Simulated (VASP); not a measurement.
# TmGa3Hg3As2N4 (P1) in VASP: single point with PBE

Aim: the single point of TmGa3Hg3As2N4 with PBE.

Everything below comes from runs of VASP 6.6.1. Logs are shortened: lines on timing, memory, paths and dates and some standing lists are left out, and cuts for length are marked.

### 1 The cell of the first run

The typed cell holds 13 atoms: a = 3.214 Å, b = 8.382 Å, c = 9.823 Å, α = 85.10°, β = 81.21°, γ = 79.91°.

### 2 Single point, PBE

Input file INCAR:

```
SYSTEM = TmGa3Hg3As2N4
  PREC = Accurate
  ENCUT = 600
  EDIFF = 1E-6
  ISMEAR = 0
  SIGMA = 0.1
  LREAL = .False.
  LASPH = .True.
  NELM = 200
  ALGO = Normal
  ISIF = 2
  LWAVE = .False.
  LCHARG = .True.
  GGA = PE
  LVHAR = .True.
  NBANDS = 69
  GGA_COMPAT = .False.
  LMAXMIX = 6
  KPAR = 4
```

Input file KPOINTS:

```
Automatic mesh
0
Gamma
  10 4 4
  0 0 0
```

Input file POSCAR:

```
TmGa3Hg3As2N4
1.0
    3.2138283244      0.0000000000      0.0000000000
    1.4686790343      8.2521076067      0.0000000000
    1.5007012565      0.5845596767      9.6898503132
Tm Ga Hg As N
1 3 3 2 4
Direct
    0.7545970000      0.9388560000      0.0431420000
    0.0359860000      0.3179130000      0.0616480000
    0.9632880000      0.6929880000      0.8500900000
    0.6331510000      0.3447050000      0.8242540000
    0.8564760000      0.3077690000      0.4139770000
    0.3131070000      0.6319440000      0.2308630000
    0.0558370000      0.7879300000      0.5856290000
    0.1409010000      0.9215020000      0.3096220000
    0.7997330000      0.1513890000      0.6413340000
    0.0558920000      0.4612700000      0.8753650000
    0.9047550000      0.4389460000      0.2220590000
    0.3717210000      0.8030180000      0.9356760000
    0.6145560000      0.2017700000      0.0063420000
```

Potentials or basis: VASP PAW PBE potentials, release 64 (Tm_3, Ga_d, Hg, As, N), 4f in core.

Launch:

```bash
$ cat potpaw_PBE.64/Tm_3/POTCAR potpaw_PBE.64/Ga_d/POTCAR potpaw_PBE.64/Hg/POTCAR potpaw_PBE.64/As/POTCAR potpaw_PBE.64/N/POTCAR > POTCAR
$ mpirun -np 4 vasp_std > vasp.out
```

OUTCAR:

```text
SYSTEM = TmGa3Hg3As2N4
   PREC = Accurate
   ENCUT = 600
   EDIFF = 1E-6
   ISMEAR = 0
   LREAL = .False.
   LASPH = .True.
   NELM = 200
   ISIF = 2
   GGA = PE

 ion  position               nearest neighbor table
   1  0.755  0.939  0.043-  13 2.18  12 2.24  12 2.26   3 2.84   8 3.04   8 3.05   6 3.42   6 3.44

   2  0.036  0.318  0.062-  11 1.90  13 1.96  13 1.96  10 2.10   4 2.80   4 2.81
   3  0.963  0.693  0.850-  10 1.91  12 2.04  12 2.05   7 2.64   1 2.84
   4  0.633  0.345  0.824-  10 1.95  10 1.95  13 2.07   9 2.46   2 2.80   2 2.81
   5  0.856  0.308  0.414-  11 2.10   9 2.49   6 3.48   6 3.54
   6  0.313  0.632  0.231-  11 2.27  11 2.27   8 2.55   1 3.42   1 3.44   5 3.48   5 3.54   7 3.75

   7  0.056  0.788  0.586-   3 2.64   8 2.84   9 3.09   6 3.75
   8  0.141  0.922  0.310-   6 2.55   7 2.84   1 3.04   1 3.05
   9  0.800  0.151  0.641-   4 2.46   5 2.49   7 3.09
  10  0.056  0.461  0.875-   3 1.91   4 1.95   4 1.95   2 2.10
  11  0.905  0.439  0.222-   2 1.90   5 2.10   6 2.27   6 2.27
  12  0.372  0.803  0.936-   3 2.04   3 2.05   1 2.24   1 2.26
  13  0.615  0.202  0.006-   2 1.96   2 1.96   4 2.07   1 2.18

  Warning from LATTYP: Got some problem with cell dimensions!
  Tried to take original basis but could not verify dimensions!
  LATTYP: Found a triclinic cell.
 ALAT       =     9.6274991007
 B/A-ratio  =     1.2834691478
 C/A-ratio  =     0.3338175668
 COS(alpha) =     0.0025915080
 COS(beta)  =     0.5150847133
 COS(gamma) =     0.5332091083

  Lattice vectors:

 A1 = (  -4.9589776145,   8.2521076067,   0.0000000000)
 A2 = (  -0.0320222222,   7.6675479300,  -9.6898503132)
 A3 = (  -3.2138283244,   0.0000000000,   0.0000000000)

Analysis of symmetry for initial positions (statically):
=====================================================================
 Subroutine PRICEL returns:
 Original cell was already a primitive cell.

 Routine SETGRP: Setting up the symmetry group for a
 triclinic supercell.

 Subroutine GETGRP returns: Found  1 space group operations
 (whereof  1 operations were pure point group operations)
 out of a pool of  2 trial point group operations.

The static configuration has the point symmetry C_1 .

Analysis of symmetry for dynamics (positions and initial velocities):
=====================================================================
 Subroutine PRICEL returns:
 Original cell was already a primitive cell.

 Routine SETGRP: Setting up the symmetry group for a
 triclinic supercell.

 Subroutine GETGRP returns: Found  1 space group operations
 (whereof  1 operations were pure point group operations)
 out of a pool of  2 trial point group operations.

The dynamic configuration has the point symmetry C_1 .

 Subroutine INISYM returns: Found  1 space group operations
 (whereof  1 operations are pure point group operations),
 and found     1 'primitive' translations

----------------------------------------------------------------------------------------

                                     Primitive cell

  volume of cell :     256.9831

  direct lattice vectors                    reciprocal lattice vectors
     3.213828324  0.000000000  0.000000000     0.311155388 -0.055378264 -0.044848926
     1.468679034  8.252107607  0.000000000     0.000000000  0.121181163 -0.007310497
     1.500701256  0.584559677  9.689850313     0.000000000  0.000000000  0.103200769

  length of vectors
     3.213828324  8.381783704  9.822780328     0.319211300  0.121401473  0.103200769

  position of ions in fractional coordinates (direct lattice)
     0.754597000  0.938856000  0.043142000
     0.035986000  0.317913000  0.061648000
     0.963288000  0.692988000  0.850090000
     0.633151000  0.344705000  0.824254000
     0.856476000  0.307769000  0.413977000
     0.313107000  0.631944000  0.230863000
     0.055837000  0.787930000  0.585629000
     0.140901000  0.921502000  0.309622000
     0.799733000  0.151389000  0.641334000
     0.055892000  0.461270000  0.875365000
     0.904755000  0.438946000  0.222059000
     0.371721000  0.803018000  0.935676000
     0.614556000  0.201770000  0.006342000

  ion indices of the primitive-cell ions
   primitive index   ion index
                 1           1
                 2           2
                 3           3
                 4           4
                 5           5
                 6           6
                 7           7
                 8           8
                 9           9
                10          10
                11          11
                12          12
                13          13

----------------------------------------------------------------------------------------

 KPOINTS: Automatic mesh

Automatic generation of k-mesh.
 Grid dimensions read from file:
 generate k-points for:   10    4    4

 Generating k-lattice:

  Cartesian coordinates                     Fractional coordinates (reciprocal lattice)
     0.031115539 -0.005537826 -0.004484893     0.100000000  0.000000000  0.000000000
     0.000000000  0.030295291 -0.001827624     0.000000000  0.250000000  0.000000000
     0.000000000  0.000000000  0.025800192     0.000000000  0.000000000  0.250000000

  Length of vectors
     0.031921130  0.030350368  0.025800192

  Shift w.r.t. Gamma in fractional coordinates (k-lattice)
     0.000000000  0.000000000  0.000000000

 Subroutine IBZKPT returns following result:
 ===========================================

 Found     84 irreducible k-points:

 Following reciprocal coordinates:
            Coordinates               Weight
  0.000000  0.000000  0.000000      1.000000
  0.100000 -0.000000  0.000000      2.000000
  0.200000 -0.000000  0.000000      2.000000
  0.300000 -0.000000  0.000000      2.000000
  0.400000  0.000000 -0.000000      2.000000
  0.500000  0.000000 -0.000000      1.000000
[... 16 lines left out ...]
  0.000000  0.000000  0.250000      2.000000
  0.100000 -0.000000  0.250000      2.000000
 [... further k-points ...]
   k-points           NKPTS =     84   k-points in BZ     NKDIM =     84   number of bands    NBANDS=     69
   number of dos      NEDOS =    301   number of ions     NIONS =     13
   total plane-waves  NPLWV = 156800
   dimension x,y,z NGX =    28 NGY =   70 NGZ =   80
   dimension x,y,z NGXF=    56 NGYF=  140 NGZF=  160
   ions per type =               1   3   3   2   4
   NGX,Y,Z   is equivalent  to a cutoff of  14.48, 13.88, 13.54 a.u.
   NGXF,Y,Z  is equivalent  to a cutoff of  28.97, 27.77, 27.08 a.u.
 SYSTEM =  TmGa3Hg3As2N4
   PREC   = accura    normal or accurate (medium, high low for compatibility)
   ISTART =      0    job   : 0-new  1-cont  2-samecut
   ICHARG =      2    charge: 1-file 2-atom 10-const
   ISPIN  =      1    spin polarized calculation?
   LNONCOLLINEAR =      F non collinear calculations
   LSORBIT =      F    spin-orbit coupling
   LASPH  =      T    aspherical Exc in radial PAW
   ENCUT  =  600.0 eV  44.10 Ry    6.64 a.u.   6.42 16.74 19.62*2*pi/ulx,y,z
   NELM   =    200;   NELMIN=  2; NELMDL= -5     # of ELM steps
   EDIFF  = 0.1E-05   stopping-criterion for ELM
   LREAL  =      F    real-space projection
[... 7 lines left out ...]
   TEBEG  =    0.0;   TEEND  =   0.0 temperature during run
   PSTRESS=    0.0 pullay stress
   NELECT =     114.0000    total number of electrons
   NUPDOWN=      -1.0000    fix difference up-down
   EMIN   =  10.00;   EMAX   =-10.00  energy-range for DOS
   EFERMI =   0.00;   METHOD = LEGACY
   ISMEAR =     0;   SIGMA  =   0.10  broadening in eV -4-tet -1-fermi 0-gaus
   EFERMI_NEDOS =   21; number of points for ismear=-14 and -15
   IALGO  =     38    algorithm
   IMIX   =      4    mixing-type and parameters
     AMIX     =   0.40;   BMIX     =  1.00
     AMIX_MAG =   1.60;   BMIX_MAG =  1.00
  volume/ion in A,a.u.               =      19.77       133.40
  Fermi-wavevector in a.u.,A,eV,Ry     =   1.248557  2.359430 21.210035  1.558894
  Thomas-Fermi vector in A             =   2.382638
   LORBIT       =      0    0 simple, 1 ext, 2 COOP (PROOUT), +10 PAW based schemes
   GGA     = PE    functional components
   LHFCALC =     F    Hartree Fock is set to
   AEXX    =    0.0000 exact exchange contribution
   IVDW    =     0    specifies the selected vdW correction
   LEPSILON=     F    determine dielectric tensor
   LRPA    =     F    only Hartree local field effects (RPA)
 non-spin polarized calculation
 Gauss-broadening in eV      SIGMA  =   0.10
  energy-cutoff  :      600.00
  volume of cell :      256.98
 maximum number of plane-waves:      8626
 NGX is ok and might be reduce to    28
   NGX = 13   NGY = 33   NGZ = 39

 number of electron     114.0000005 magnetization

 Free energy of the ion-electron system (eV)
  ---------------------------------------------------
  ext. energy  EPLUGINS =         0.00000000
  ---------------------------------------------------
  free energy    TOTEN  =       -57.62027196 eV

  energy without entropy =      -57.60811683  energy(sigma->0) =      -57.61419440

 E-fermi :   2.8254     XC(G=0):  -9.8189

 val. band max:        2.8214426028   @ k =   0.0000   0.0000   0.5000
 cond. band min:       2.8278291226   @ k =   0.2000  -0.0000   0.0000
 fundamental gap:      0.0063865198
 Fermi energy:         2.8254222053

 k-point     1 :       0.0000    0.0000    0.0000
  band No.  band energies     occupation
      1     -22.0120      2.00000
      2     -21.8984      2.00000
      3     -21.6045      2.00000
      4     -13.0504      2.00000
      5     -12.4877      2.00000
      6     -12.1600      2.00000
[... 61 lines left out ...]
     68       7.5517      0.00000
     69       8.2920      0.00000

 k-point     2 :       0.1000   -0.0000    0.0000
  band No.  band energies     occupation
      1     -22.0004      2.00000
      2     -21.8907      2.00000
      3     -21.6780      2.00000
      4     -13.0176      2.00000
      5     -12.4609      2.00000
      6     -12.1488      2.00000
[... 1573 lines left out ...]
     68       7.5274      0.00000
     69       8.3098      0.00000

 k-point    24 :       0.1000   -0.0000    0.2500
  band No.  band energies     occupation
      1     -22.0004      2.00000
      2     -21.8907      2.00000
      3     -21.6780      2.00000
      4     -13.0171      2.00000
      5     -12.4605      2.00000
      6     -12.1494      2.00000
[... 61 lines left out ...]
     68       7.6708      0.00000
     69       8.1591      0.00000

 [... further k-points ...]
[... 5 lines left out ...]
  --------------------------------------------------------------------------------------
  -------------------------------------------------------------------------------------
  Total        0.6714491      0.9296315      0.7387966      0.0092534     -0.2156526      0.0081134
  in kB        4.1861910      5.7958454      4.6060730      0.0576909     -1.3444997      0.0505832
  external PRESSURE =       4.8627031 kB  Pullay stress =       0.0000000 kB

 VOLUME and BASIS-vectors are now :
 -----------------------------------------------------------------------------
  energy-cutoff  :      600.00
  volume of cell :      256.98
      direct lattice vectors                 reciprocal lattice vectors
     3.213828324  0.000000000  0.000000000     0.311155388 -0.055378264 -0.044848926
     1.468679034  8.252107607  0.000000000     0.000000000  0.121181163 -0.007310497
     1.500701256  0.584559677  9.689850313     0.000000000  0.000000000  0.103200769

 POSITION                                       TOTAL-FORCE (eV/Angst)
 -----------------------------------------------------------------------------------
      3.86877      7.77276      0.41804         0.014418     -0.044830      0.060633
      0.67508      2.65949      0.59736         0.003732      0.009644      0.019736
      5.38935      6.21554      8.23724        -0.000383     -0.012811      0.009428
      3.77806      3.32637      7.98690        -0.002605      0.017167     -0.007744
      3.82584      2.78174      4.01138        -0.008602     -0.052508      0.096908
      2.28085      5.34982      2.23703        -0.003227      0.042303      0.000867
      2.21552      6.84442      5.67466        -0.000335     -0.005994      0.000818
      2.27087      7.78533      3.00019         0.001190      0.056421      0.029764
      3.75500      1.62418      6.21443         0.001197     -0.041499      0.053339
      2.17075      4.31815      8.48216         0.000637      0.019704     -0.016956
      3.88564      3.75204      2.15172         0.010458     -0.027394     -0.156854
      3.77819      7.17355      9.06656        -0.008833     -0.070958     -0.073843
      2.28093      1.66874      0.06145        -0.007646      0.110755     -0.016095
 -----------------------------------------------------------------------------------
    total drift:                                0.000568      0.000612      0.001070

  FREE ENERGIE OF THE ION-ELECTRON SYSTEM (eV)
  ---------------------------------------------------
  free  energy   TOTEN  =       -57.6202719604 eV

  energy  without entropy=      -57.6081168312  energy(sigma->0) =      -57.61419440
```

Run time: 6.5 min. Hardware: 4 MPI ranks of Intel Xeon 6975P-C (Granite Rapids), shared host; peak memory 1.6 GiB.

What came out:

```
Free energy            : -57.6203 eV
Pressure               : 0.5 GPa
Largest force          : 0.160 eV/Å
Band gap on the k mesh : zero (bands 57 and 58 overlap by 2.06 eV)
```

Forces in eV/Å, atoms in the order of the input:
```
Tm   0.014 -0.045  0.061
Ga   0.004  0.010  0.020
Ga   0.000 -0.013  0.009
Ga  -0.003  0.017 -0.008
Hg  -0.009 -0.053  0.097
Hg  -0.003  0.042  0.001
Hg   0.000 -0.006  0.001
As   0.001  0.056  0.030
As   0.001 -0.041  0.053
N    0.001  0.020 -0.017
N    0.010 -0.027 -0.157
N   -0.009 -0.071 -0.074
N   -0.008  0.111 -0.016
```

Levels at points of the mesh, in eV from the Fermi level:
```
           k point  band 55  band 56  band 57  band 58  band 59  band 60
(0.00, 0.00, 0.00)    -1.27    -0.01     0.56     1.91     2.22     2.60
(0.50, 0.00, 0.00)    -1.44    -0.98    -0.70    -0.26     1.06     1.65
(0.00, 0.50, 0.00)    -0.75    -0.03     0.97     1.77     1.87     2.38
(0.50, 0.50, 0.00)    -1.38    -1.00    -0.69    -0.32     1.16     1.70
(0.00, 0.00, 0.50)    -1.00     0.00     0.92     1.19     2.17     2.36
(0.50, 0.00, 0.50)    -1.35    -0.99    -0.70    -0.33     1.11     1.72
(0.00, 0.50, 0.50)    -1.08    -0.03     1.11     1.30     1.71     2.30
(0.50, 0.50, 0.50)    -1.44    -0.99    -0.73    -0.27     1.11     1.64
```

Caveat: spin-orbit coupling is left out, which moves the levels of the heavy elements; the 4f electrons are frozen in the core, so they carry no moment and show no levels; the run has no spin polarisation, though such a crystal can be magnetic. Spin polarisation is off, so any magnetic state and its effect on volume and gap are missing.
